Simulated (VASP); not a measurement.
# Be16H (a cell with a defect): relaxation of the atoms with PBEsol

The system is Be16H (a cell with a defect).

```
CELL_PARAMETERS angstrom
-2.29000 -3.96640 0.00000
3.43500 -1.98320 0.00000
0.00000 0.00000 7.17686
ATOMIC_POSITIONS crystal
Be 0.75000 0.50000 0.00000
Be 0.50000 0.33333 0.25000
Be 0.75000 0.50000 0.50000
Be 0.50000 0.33333 0.75000
Be 0.50000 0.00000 0.00000
Be 0.25000 0.83333 0.25000
Be 0.50000 0.00000 0.50000
Be 0.25000 0.83333 0.75000
Be 0.25000 0.50000 0.00000
Be 0.00000 0.33333 0.25000
Be 0.25000 0.50000 0.50000
Be 0.00000 0.33333 0.75000
Be 0.00000 0.00000 0.00000
Be 0.75000 0.83333 0.25000
Be 0.00000 0.00000 0.50000
Be 0.75000 0.83333 0.75000
H 0.97898 0.67323 0.37019
```

- Program: VASP 6.6.1
- Task: relaxation of the atoms
- Functional: PBEsol
- Potentials or basis: VASP PAW PBE potentials, release 64 (Be, H)
- Cutoff: 520 eV
- k mesh: 2 × 3 × 2
- Occupations: fermi-dirac, width 0.1 eV
- Spin: no spin polarisation
- Dipole correction: no
- Further INCAR settings: LREAL = Auto; ALGO = Normal; EDIFF = 1e-06; IBRION = 2; EDIFFG = -0.08; NSW = 45

```
Energy gained by relaxing    : 5.3 meV/atom
Ionic steps                  : 5
Pressure after relaxing      : 0.0 GPa
Largest force after relaxing : 0.066 eV/Å
```

Forces on the atoms (eV/Å):
```
Be   0.034  0.040  0.036
Be  -0.008  0.009  0.000
Be   0.021  0.008  0.008
Be   0.008  0.008 -0.047
Be  -0.005  0.012  0.054
Be  -0.014  0.007 -0.028
Be   0.006 -0.001  0.004
Be  -0.025 -0.020 -0.030
Be  -0.003 -0.032  0.028
Be   0.022 -0.012  0.005
Be   0.006 -0.016  0.032
Be   0.023 -0.018  0.002
Be  -0.019  0.011 -0.010
Be  -0.028  0.008  0.002
Be  -0.012  0.006 -0.009
Be   0.019  0.048 -0.035
H   -0.024 -0.060 -0.013
```

Stress tensor (GPa, compression positive):
```
 2.13 -4.91  1.19
-4.91 -3.68 -0.71
 1.19 -0.71  1.49
```

The path:
| step | energy change (eV) | largest force (eV/Å) | pressure (GPa) |
| --- | --- | --- | --- |
| 1 | 0.0000 | 0.7133 | 0.20 |
| 2 | -0.0681 | 0.2323 | 0.02 |
| 3 | -0.0814 | 0.2184 | -0.01 |
| 4 | -0.0883 | 0.0901 | -0.02 |
| 5 | -0.0905 | 0.0663 | -0.02 |

Final structure:
```cif
data_structure
_symmetry_space_group_name_H-M 'P 1'
_symmetry_Int_Tables_number 1
_cell_length_a 4.5800
_cell_length_b 3.9664
_cell_length_c 7.1769
_cell_angle_alpha 90.000
_cell_angle_beta 90.000
_cell_angle_gamma 90.000
_cell_volume 130.38
loop_
_atom_site_label
_atom_site_type_symbol
_atom_site_fract_x
_atom_site_fract_y
_atom_site_fract_z
_atom_site_occupancy
Be1 Be 0.74901 0.49940 0.99959 1
Be2 Be 0.49776 0.32782 0.24947 1
Be3 Be 0.74403 0.49256 0.50488 1
Be4 Be 0.49971 0.32841 0.75383 1
Be5 Be 0.49926 0.00434 0.99661 1
Be6 Be 0.25497 0.83713 0.24572 1
Be7 Be 0.49769 0.00432 0.50102 1
Be8 Be 0.25007 0.83410 0.74984 1
Be9 Be 0.25067 0.49948 0.99970 1
Be10 Be 0.99990 0.32603 0.24653 1
Be11 Be 0.25606 0.49539 0.50464 1
Be12 Be 0.99973 0.33586 0.75157 1
Be13 Be 0.99990 0.99786 0.99829 1
Be14 Be 0.74344 0.84099 0.24465 1
Be15 Be 0.00012 0.00995 0.50369 1
Be16 Be 0.74923 0.83402 0.74955 1
H1 H 0.98743 0.67224 0.37062 1
```

Levels at points of the mesh, in eV from the Fermi level:
| k point | band 12 | band 13 | band 14 | band 15 | band 16 | band 17 | band 18 | band 19 | band 20 | band 21 |
| --- | --- | --- | --- | --- | --- | --- | --- | --- | --- | --- |
| (0.00, 0.00, 0.00) | -4.47 | -4.38 | -3.94 | -0.31 | -0.19 | 0.11 | 0.19 | 0.55 | 0.78 | 0.86 |
| (0.50, 0.00, 0.00) | -2.86 | -2.78 | -2.76 | -2.68 | -2.60 | -0.65 | -0.04 | 0.05 | 0.20 | 0.32 |
| (0.00, 0.00, 0.50) | -3.89 | -2.65 | -2.48 | -2.32 | -2.22 | 0.22 | 1.12 | 1.30 | 1.45 | 1.47 |
| (0.50, 0.00, 0.50) | -3.56 | -2.91 | -2.66 | -2.63 | -2.52 | -0.47 | -0.24 | -0.04 | -0.02 | 1.88 |

Wall time 3.3 min on 1 thread of Oxide Virtual Turin-like Processor, with other jobs on the host, peak memory 0.2 GiB.

Caveat: the k points lie up to 0.69 Å⁻¹ apart; the PAW data sets were made with another functional, which shifts forces and pressure a little; the relaxation stopped at a loose force limit of 0.08 eV/Å, so its end isn't a converged minimum.
